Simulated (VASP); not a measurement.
The system is BAs.

```xyz
2
Lattice="2.9570 0.0000 0.0000 0.0000 2.9570 0.0000 0.0000 0.0000 2.9570" Properties=species:S:1:pos:R:3 pbc="T T T"
B     1.4785    1.4785    1.4785
As    0.0000    0.0000    0.0000
```

| Property | Result |
| --- | --- |
| Program | VASP 6.6.1 |
| Task | relaxation of cell and atoms |
| Functional | PBEsol-based screened hybrid |
| Potentials or basis | VASP PAW PBE potentials, release 64 (B, As) |
| Cutoff | 600 eV |
| k mesh | 5 × 5 × 5 |
| Occupations | fermi-dirac, width 0.05 eV |
| Spin | no spin polarisation |

At the start: pressure -11.1 GPa; volume 12.93 Å³/atom.

How do energy, volume and symmetry change on relaxing?

Over 4 steps the energy falls by 45.0 meV/atom and the volume is 11.70 Å³/atom (-9.5 %); space group Pm-3m (No. 221, to 0.05 Å).

The path:
| step | energy change (eV) | largest force (eV/Å) | pressure (GPa) | volume (Å³) |
| --- | --- | --- | --- | --- |
| 1 | 0.0000 | 0.0000 | -11.10 | 25.86 |
| 2 | -0.0775 | 0.0000 | 5.37 | 22.65 |
| 3 | -0.0900 | 0.0000 | -0.23 | 23.46 |
| 4 | -0.0901 | 0.0000 | 0.02 | 23.41 |

Final structure:
```
B As
1.0
     2.86064    0.00000    0.00000
     0.00000    2.86064    0.00000
     0.00000    0.00000    2.86064
B As
1 1
Direct
  0.50000 0.50000 0.50000
  0.00000 0.00000 0.00000
```

Caveat: the k points lie up to 0.44 Å⁻¹ apart in the final cell; the PAW data sets were made with another functional, which shifts forces and pressure a little.
